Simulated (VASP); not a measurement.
Pt:

```xyz
1
Lattice="0.0000 1.9590 1.9590 1.9590 0.0000 1.9590 1.9590 1.9590 0.0000" Properties=species:S:1:pos:R:3 pbc="T T T"
Pt    0.0000    0.0000    0.0000
```

Base run:

```yaml
Program: VASP 6.6.1
Functional: PBEsol
Potentials_or_basis: VASP PAW PBE potentials, release 64 (Pt)
Cutoff: 500 eV
k_mesh: 18 × 18 × 18
Occupations: gaussian, width 0.1 eV
Spin: no spin polarisation
```

Its results: band gap on the k mesh zero (bands 5 and 6 overlap by 2.24 eV); pressure -0.4 GPa.

Problem. The run is repeated on the same cell with these changes: functional from PBEsol to r2SCAN; cutoff from 500 eV to 550 eV. What comes out?

Solution. Band gap on the k mesh zero (bands 5 and 6 overlap by 2.39 eV); pressure 5.6 GPa.

Caveats: the PAW data sets were made with another functional, which shifts forces and pressure a little; spin-orbit coupling is left out, which moves the levels of the heavy elements; the cell stands under pressure (at least some runs).
